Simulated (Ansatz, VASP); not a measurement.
One calculation of C, two programs

INCAR

```
SYSTEM = C
PREC     = Accurate       ! precision mode
ENCUT    = 520            ! plane-wave cutoff, eV
EDIFF    = 1E-6           ! SCF threshold, eV
ISMEAR   = -1             ! smearing method
SIGMA    = 0.05           ! smearing width, eV
LREAL    = .False.        ! projectors in reciprocal space
LASPH    = .True.         ! aspherical terms in the spheres
NELM     = 100            ! most SCF steps
ALGO     = Normal         ! electronic algorithm
ISIF     = 2              ! what is computed and relaxed
LWAVE    = .False.        ! write WAVECAR
LCHARG   = .False.        ! write CHGCAR
GGA      = PS             ! functional
IVDW     = 13             ! dispersion correction
NBANDS   = 11             ! bands
```

The input KPOINTS:

```
regular mesh
0
Gamma
  13 13 13
  0 0 0
```

The input POSCAR:

```
C
1.0
    0.0000000000      1.7833700000      1.7833700000
    1.7833700000      0.0000000000      1.7833700000
    1.7833700000      1.7833700000      0.0000000000
C
2
Direct
    0.7500000000      0.7500000000      0.7500000000
    0.5000000000      0.5000000000      0.5000000000
```

The input input.yaml:

```yaml
crystal:
  lattice:
    - [0.0, 1.78337, 1.78337]
    - [1.78337, 0.0, 1.78337]
    - [1.78337, 1.78337, 0.0]
  atoms:
    - { symbol: C, position: [0.75, 0.75, 0.75] }
    - { symbol: C, position: [0.5, 0.5, 0.5] }
hamiltonian:
  xc: pbesol
  pseudopotentials: { kind: paw }
  dispersion: d4
kpoints:
  mp_grid: { grid: [13, 13, 13] }
scf:
  occupations: { method: fermi_dirac, width: 0.05 }
output:
  forces: true
  stress: true
  eigenvalues: true
  write_density: true
  write_potential: true
  elf: true
  volumetric_format: npy
```

Alike in both runs: task single point; functional PBEsol; dispersion D4; k mesh 13 × 13 × 13; occupations fermi-dirac, width 0.05 eV; no spin polarisation.

|  | VASP | Ansatz |
| --- | --- | --- |
| version | VASP 6.6.1 | Ansatz 0.2.0 |
| potentials or method | VASP PAW PBE potentials, release 64 (C) | Ansatz PAW |
| plane-wave cutoff (eV) | 520 | 420 |
| valence electrons in the cell | 8 | 8 |

Ansatz gave:

* gap on the k mesh at the Fermi level (eV): 4.02
* least direct gap on the mesh (eV): 5.54
* pressure (GPa): -7.8

What did VASP give for the same quantities?

gap on the k mesh at the Fermi level (eV): 4.01; least direct gap on the mesh (eV): 5.54; pressure (GPa): -6.8.

VASP's potentials were made for PBE, not for PBEsol.

Noted on Ansatz's run: Pulay correction over one GPa; odd divisions of the mesh miss points on the zone boundary, where band edges often lie, so the gap on the mesh can be too wide.
